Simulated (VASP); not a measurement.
Wanted: the native input for a VASP 6.6.1 run.

```
Task                   : single point
Functional             : PBE
Potentials or basis    : VASP PAW PBE potentials, release 64 (Mg, Hf_pv)
Cutoff                 : 520 eV
k mesh                 : 5 × 5 × 5
Occupations            : fermi-dirac, width 0.15 eV
Spin                   : no spin polarisation
Dipole correction      : no
Further INCAR settings : ALGO = Normal; EDIFF = 1e-07; NBANDS = 16
```

The structure of HfMg3 lies in POSCAR:

```
HfMg3
1.0
    4.4391094759      0.0000000000      0.0000000000
    0.0000000000      4.4391094759      0.0000000000
    0.0000000000      0.0000000000      4.4391094759
Mg Hf
3 1
Direct
    0.5000000000      0.5000000000      0.0000000000
    0.5000000000      0.0000000000      0.5000000000
    0.0000000000      0.5000000000      0.5000000000
    0.0000000000      0.0000000000      0.0000000000
```

The input as run:

INCAR

```
SYSTEM = HfMg3
ALGO = Normal ; EDIFF = 1E-7
ENCUT = 520 ; GGA = PE
ISIF = 2 ; ISMEAR = -1
LASPH = .TRUE. ; LCHARG = .TRUE.
LELF = .TRUE. ; LREAL = .FALSE.
LVHAR = .TRUE. ; LWAVE = .FALSE.
NBANDS = 16 ; NELM = 80
PREC = Accurate ; SIGMA = 0.15
```

KPOINTS

```
k-points
0
G
  5 5 5
  0 0 0
```

Potentials or basis: VASP PAW PBE potentials, release 64 (Mg, Hf_pv).

Run with:

```console
$ cat potpaw_PBE.64/Mg/POTCAR potpaw_PBE.64/Hf_pv/POTCAR > POTCAR
$ mpirun -np 1 vasp_std > vasp.out
```

It gave:

* Pressure: -0.1 GPa
* Band gap on the k mesh: zero (band 8 reaches 3.66 eV, above the bottom of band 9 at 2.34 eV)

Caveat: spin-orbit coupling is left out, which moves the levels of the heavy elements.

Wall time 12 s on 1 thread of Intel Xeon 6975P-C (shared host), peak memory 0.2 GiB.
